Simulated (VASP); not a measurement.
Input of a VASP 6.6.1 run:

The input INCAR:

```
ALGO = Normal
EDIFF = 1E-6
ENCUT = 520
GGA = RE
ISIF = 2
ISMEAR = -1
IVDW = 12
LASPH = True
LCHARG = False
LREAL = False
LWAVE = False
NBANDS = 11
NELM = 60
PREC = Accurate
SIGMA = 0.05
```

The input KPOINTS:

```
k-points
0
Gamma
  13 13 13
```

The input POSCAR:

```
C
1.0
    0.0000000000      1.7592674508      1.7592674508
    1.7592674508      0.0000000000      1.7592674508
    1.7592674508      1.7592674508      0.0000000000
C
2
Direct
    0.7500000000      0.7500000000      0.7500000000
    0.5000000000      0.5000000000      0.5000000000
```

Potentials or basis: VASP PAW PBE potentials, release 64 (C).

Run with:

```bash
$ cat potpaw_PBE.64/C/POTCAR > POTCAR
$ mpirun -np 1 vasp_std > vasp.out
```

Q: What does it give for the dispersion energy per atom?

A: -0.412 eV.

Q: Estimate the band gap on the k mesh.

A: 4.22 eV, indirect (least direct gap 5.70 eV).

Q: Predict the pressure.

A: 14.8 GPa.

Caveat: the PAW data sets were made with another functional, which shifts forces and pressure a little. revPBE gaps usually lie below the measured ones, often by a third to a half.
